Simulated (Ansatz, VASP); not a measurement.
Two plane-wave programs on BAs

File INCAR:

```
SYSTEM = BAs
  ALGO = Normal
  EDIFF = 1E-6
  ENCUT = 500
  GGA = PE
  GGA_COMPAT = .FALSE.
  ISIF = 2
  ISMEAR = 0
  IVDW = 12
  LASPH = .TRUE.
  LCHARG = .FALSE.
  LREAL = .FALSE.
  LWAVE = .FALSE.
  NBANDS = 11
  NELM = 120
  PREC = Accurate
  SIGMA = 0.05
```

KPOINTS

```
k-points
0
G
  8 8 8
  0 0 0
```

File POSCAR:

```
BAs
1.0
    0.0000000000      2.3504152354      2.3504152354
    2.3504152354      0.0000000000      2.3504152354
    2.3504152354      2.3504152354      0.0000000000
B As
1 1
Direct
    0.0000000000      0.0000000000      0.0000000000
    0.7500000000      0.7500000000      0.7500000000
```

Input for Ansatz:

```yaml
crystal:
  lattice:
    - [0.0, 2.3504152354, 2.3504152354]
    - [2.3504152354, 0.0, 2.3504152354]
    - [2.3504152354, 2.3504152354, 0.0]
  atoms:
    - { symbol: B, position: [0.0, 0.0, 0.0] }
    - { symbol: As, position: [0.75, 0.75, 0.75] }
basis:
  ecutwfc: 420
  ecutrho_ratio: 4
kpoints:
  mp_grid: { grid: [8, 8, 8] }
hamiltonian:
  xc: pbe
  dispersion: d3bj
scf:
  occupations: { method: gaussian, width: 0.05 }
output:
  forces: true
  stress: true
  eigenvalues: true
```

Alike in both runs: task single point; functional PBE; dispersion D3(BJ); k mesh 8 × 8 × 8; occupations gaussian, width 0.05 eV; no spin polarisation.

|  | VASP | Ansatz |
| --- | --- | --- |
| version | VASP 6.6.1 | Ansatz 0.2.0 |
| potentials or method | VASP PAW PBE potentials, release 64 (B, As), cutoff 500 eV | scalar-relativistic, plane waves, PAW |
| valence electrons in the cell | 8 | 18 |

|  | VASP | Ansatz | Ansatz less VASP |
| --- | --- | --- | --- |
| gap on the k mesh at the Fermi level (eV) | 1.14 | 1.15 | +0.010 |
| least direct gap on the mesh (eV) | 3.34 | 3.34 | +0.004 |
| pressure (GPa) | 6.9 | 6.1 | -0.84 |

VASP's potentials hold 8 valence electrons a cell and Ansatz's 18, so a difference there can come from the potentials and not from the codes.
